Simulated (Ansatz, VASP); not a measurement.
## ZrGe4Mo: VASP beside Ansatz

File INCAR:

```
PREC = Accurate
ENCUT = 600
EDIFF = 1E-6
ISMEAR = 0
SIGMA = 0.1
LREAL = False
LASPH = True
NELM = 80
ALGO = Normal
ISIF = 3
LWAVE = False
LCHARG = False
GGA = PE
IBRION = 2
NSW = 90
EDIFFG = -0.04
```

Contents of KPOINTS:

```
regular mesh
0
Gamma
  4 4 4
```

The input POSCAR:

```
ZrGe4Mo
1.0
    0.0000000000      3.8917104500      3.8917104500
    3.8917104500      0.0000000000      3.8917104500
    3.8917104500      3.8917104500      0.0000000000
Zr Ge Mo
1 4 1
Direct
    0.0000000000      0.0000000000      0.0000000000
    0.3759183500      0.3759183500      0.8722449500
    0.3759183500      0.8722449500      0.3759183500
    0.3759183500      0.3759183500      0.3759183500
    0.8722449500      0.3759183500      0.3759183500
    0.7500000000      0.7500000000      0.7500000000
```

Input for Ansatz:

```yaml
crystal:
  lattice:
    - [0.0, 3.89171045, 3.89171045]
    - [3.89171045, 0.0, 3.89171045]
    - [3.89171045, 3.89171045, 0.0]
  atoms:
    - { symbol: Zr, position: [0.0, 0.0, 0.0] }
    - { symbol: Ge, position: [0.37591835, 0.37591835, 0.87224495] }
    - { symbol: Ge, position: [0.37591835, 0.87224495, 0.37591835] }
    - { symbol: Ge, position: [0.37591835, 0.37591835, 0.37591835] }
    - { symbol: Ge, position: [0.87224495, 0.37591835, 0.37591835] }
    - { symbol: Mo, position: [0.75, 0.75, 0.75] }
basis:
  ecutwfc: 420
kpoints:
  mp_grid: { grid: [4, 4, 4] }
hamiltonian:
  xc: pbe
scf:
  occupations: { method: gaussian, width: 0.1 }
  lower_state_search: "off"
output:
  forces: true
  stress: true
  eigenvalues: true
relax:
  adjacent_minimum: "off"
  f_tol: 0.04
  max_steps: 70
  cell: { stress_tol: 0.4 }
```

Change from the starting cell: species swapped into the ZrZnNi4 type (F-43m, No. 216).

Alike in both runs: task relaxation of cell and atoms; functional PBE; k mesh 4 × 4 × 4; occupations gaussian, width 0.1 eV; no spin polarisation.

```csv
,VASP,Ansatz
version,VASP 6.6.1,Ansatz 0.2.0
potentials or method,"VASP PAW PBE potentials, release 64 (Zr_sv, Ge_d, Mo_sv), cutoff 600 eV","scalar-relativistic, plane waves, PAW"
valence electrons in the cell,82,82
```

|  | VASP | Ansatz | Ansatz less VASP |
| --- | --- | --- | --- |
| gap on the k mesh at the Fermi level, each at its own relaxed structure (eV) | none | none | - |
| relaxed volume (Å³/atom) | 17.91 | 17.94 | +0.027 |
| relaxed length of the cell vector where the two differ most in proportion (Å) | 5.336 | 5.339 | +0.0027 |

A gap of «none» marks a metal or a gap that the smearing closes.
